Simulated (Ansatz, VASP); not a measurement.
## Cu: VASP beside Ansatz

The input INCAR:

```
SYSTEM = Cu
  PREC = Accurate
  ENCUT = 520
  EDIFF = 1E-7
  ISMEAR = 0
  SIGMA = 0.15
  LREAL = .False.
  LASPH = .True.
  NELM = 100
  ALGO = Fast
  ISIF = 2
  LWAVE = .False.
  LCHARG = .True.
  GGA = PE
  LELF = .True.
  LVHAR = .True.
  NBANDS = 12
```

KPOINTS

```
regular mesh
0
Gamma
  24 24 24
  0 0 0
```

File POSCAR:

```
Cu
1.0
   -0.0864153256      1.7653416519      1.7653416519
    1.7653416519     -0.0864153256      1.7653416519
    1.7653416519      1.7653416519     -0.0864153256
Cu
1
Direct
    0.0000000000      0.0000000000      0.0000000000
```

Input for Ansatz:

```yaml
crystal:
  lattice:
    - [-0.0864153256, 1.7653416519, 1.7653416519]
    - [1.7653416519, -0.0864153256, 1.7653416519]
    - [1.7653416519, 1.7653416519, -0.0864153256]
  atoms:
    - { symbol: Cu, position: [0.0, 0.0, 0.0] }
basis:
  ecutwfc: 420
kpoints:
  mp_grid: { grid: [24, 24, 24] }
hamiltonian:
  xc: pbe
scf:
  occupations: { method: gaussian, width: 0.15 }
output:
  forces: true
  stress: true
  eigenvalues: true
```

Alike in both runs: task single point; functional PBE; k mesh 24 × 24 × 24; occupations gaussian, width 0.15 eV; no spin polarisation.

|  | VASP | Ansatz |
| --- | --- | --- |
| version | VASP 6.6.1 | Ansatz 0.2.0 |
| potentials or method | VASP PAW PBE potentials, release 64 (Cu), cutoff 520 eV | scalar-relativistic, plane waves, PAW |
| valence electrons in the cell | 11 | 19 |

VASP gave:

```
gap on the k mesh at the Fermi level (eV)                     : none
pressure (GPa)                                                : 3.1
traceless stress, the component that is largest in VASP (GPa) : 3.78
```

Q: What did Ansatz give for the same quantities?

A: gap on the k mesh at the Fermi level (eV): none; pressure (GPa): 2.6; traceless stress, the component that is largest in VASP (GPa): 3.79.

A gap of «none» marks a metal or a gap that the smearing closes. The functional is the same, so the differences come from potentials, cutoffs and numerics. VASP's potentials hold 11 valence electrons a cell and Ansatz's 19, so a difference there can come from the potentials and not from the codes.
